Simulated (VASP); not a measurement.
## AlCo (CoAl (Pm-3m)): relaxation of cell and atoms with PBE

AlCo (CoAl (Pm-3m)):

```xyz
2
Lattice="2.8194 0.0000 0.0000 0.0000 2.8194 0.0000 0.0000 0.0000 2.8194" Properties=species:S:1:pos:R:3 pbc="T T T"
Al    0.0000    0.0000    0.0000
Co    1.4097    1.4097    1.4097
```

```yaml
Program: VASP 6.6.1
Task: relaxation of cell and atoms
Functional: PBE
Potentials_or_basis: VASP PAW PBE potentials, release 64 (Al, Co)
Cutoff: 600 eV
k_mesh: 14 × 14 × 14
Occupations: methfessel-paxton, width 0.1 eV
Spin: no spin polarisation
Dipole_correction: no
Further_INCAR_settings: ALGO = Normal; EDIFF = 1e-06; IBRION = 2; EDIFFG = -0.005; NSW = 80; ISIF = 3
```

* Relaxed volume: 11.59 Å³/atom
* Relaxed cell: a = 2.851 Å, b = 2.851 Å, c = 2.851 Å, α = 90.00°, β = 90.00°, γ = 90.00°
* Space group after relaxing (to 0.05 Å): Pm-3m (No. 221)
* Energy gained by relaxing: 7.5 meV/atom
* Ionic steps: 3
* Pressure after relaxing: 0.1 GPa
* Band gap on the k mesh: zero (band 6 reaches 12.95 eV, above the bottom of band 7 at 10.32 eV)

The path:
```
step  energy change (eV)  largest force (eV/Å)  pressure (GPa)  volume (Å³)
   1              0.0000                0.0000            6.54        22.41
   2             -0.0020                0.0000           -5.30        23.93
   3             -0.0150                0.0000            0.05        23.18
```

Final structure:
```yaml
crystal:
  lattice:
    - [2.85108, 0.00000, 0.00000]
    - [0.00000, 2.85108, 0.00000]
    - [0.00000, 0.00000, 2.85108]
  atoms:
    - { symbol: Al, position: [0.00000, 0.00000, 0.00000] }
    - { symbol: Co, position: [0.50000, 0.50000, 0.50000] }
```

Levels at points of the mesh, in eV from the Fermi level:
| k point | band 3 | band 4 | band 5 | band 6 | band 7 | band 8 | band 9 | band 10 |
| --- | --- | --- | --- | --- | --- | --- | --- | --- |
| (0.00, 0.00, 0.00) | -2.99 | -0.88 | -0.88 | -0.88 | 5.92 | 5.92 | 5.92 | 8.69 |
| (0.50, 0.00, 0.00) | -2.40 | -1.75 | -1.75 | -0.77 | 0.14 | 8.36 | 10.57 | 10.57 |
| (0.50, 0.50, 0.00) | -2.71 | -2.71 | -1.54 | -1.54 | -0.28 | 2.38 | 3.41 | 12.70 |
| (0.50, 0.50, 0.50) | -3.97 | -0.24 | -0.24 | 2.35 | 2.35 | 2.35 | 4.06 | 5.27 |

Run time: 24 s on 1 thread of Intel(R) Xeon(R) Platinum 8488C (Sapphire Rapids), with other jobs on the host, peak memory 0.17 GiB.

Spin polarisation is off, so any magnetic state and its effect on volume and gap are missing.
